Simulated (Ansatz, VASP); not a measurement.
**One calculation of LuSc3F, two programs**

INCAR

```
PREC     = Accurate       # precision mode
ENCUT    = 600            # plane-wave cutoff, eV
EDIFF    = 1E-6           # SCF threshold, eV
ISMEAR   = 0              # smearing method
SIGMA    = 0.1            # smearing width, eV
LREAL    = False          # projectors in reciprocal space
LASPH    = True           # aspherical terms in the spheres
NELM     = 80             # most SCF steps
ALGO     = Normal         # electronic algorithm
ISIF     = 3              # what is computed and relaxed
LWAVE    = False          # write WAVECAR
LCHARG   = False          # write CHGCAR
GGA      = PE             # functional
IBRION   = 2              # ionic algorithm
NSW      = 90             # ionic steps
EDIFFG   = -0.04          # ionic threshold
```

KPOINTS

```
regular mesh
0
Gamma
  4 4 4
```

Contents of POSCAR:

```
LuSc3F
1.0
    4.5024367600      0.0000000000      0.0000000000
    0.0000000000      4.5024367600      0.0000000000
    0.0000000000      0.0000000000      4.5024367600
Lu Sc F
1 3 1
Direct
    0.5000000000      0.5000000000      0.5000000000
    0.5000000000      0.0000000000      0.0000000000
    0.0000000000      0.5000000000      0.0000000000
    0.0000000000      0.0000000000      0.5000000000
    0.0000000000      0.0000000000      0.0000000000
```

Input for Ansatz:

```yaml
crystal:
  lattice:
    - [4.50243676, 0.0, 0.0]
    - [0.0, 4.50243676, 0.0]
    - [0.0, 0.0, 4.50243676]
  atoms:
    - { symbol: Lu, position: [0.5, 0.5, 0.5] }
    - { symbol: Sc, position: [0.5, 0.0, 0.0] }
    - { symbol: Sc, position: [0.0, 0.5, 0.0] }
    - { symbol: Sc, position: [0.0, 0.0, 0.5] }
    - { symbol: F, position: [0.0, 0.0, 0.0] }
basis:
  ecutwfc: 420
kpoints:
  mp_grid: { grid: [4, 4, 4] }
hamiltonian:
  xc: pbe
scf:
  occupations: { method: gaussian, width: 0.1 }
  lower_state_search: "off"
output:
  forces: true
  stress: true
  eigenvalues: true
relax:
  adjacent_minimum: "off"
  f_tol: 0.04
  max_steps: 70
  cell: { stress_tol: 0.4 }
```

Change from the starting cell: species swapped into the Pr3SnN type (Pm-3m, No. 221).

Alike in both runs: task relaxation of cell and atoms; functional PBE; k mesh 4 × 4 × 4; occupations gaussian, width 0.1 eV; no spin polarisation.

|  | VASP | Ansatz |
| --- | --- | --- |
| version | VASP 6.6.1 | Ansatz 0.2.0 |
| potentials or method | VASP PAW PBE potentials, release 64 (Lu, Sc_sv, F), cutoff 600 eV | scalar-relativistic, plane waves, PAW |
| valence electrons in the cell | 65 | 65 |

```csv
,VASP,Ansatz,Ansatz less VASP
"gap on the k mesh at the Fermi level, each at its own relaxed structure (eV)",none,none,-
relaxed volume (Å³/atom),21.01,20.95,-0.057
relaxed length of the cell vector where the two differ most in proportion (Å),4.719,4.714,-0.0043
```

A gap of «none» marks a metal or a gap that the smearing closes.

Spin-orbit coupling is off throughout. Noted on VASP's run: the volume moved by over 15 % at a fixed basis, so the end points are rough.
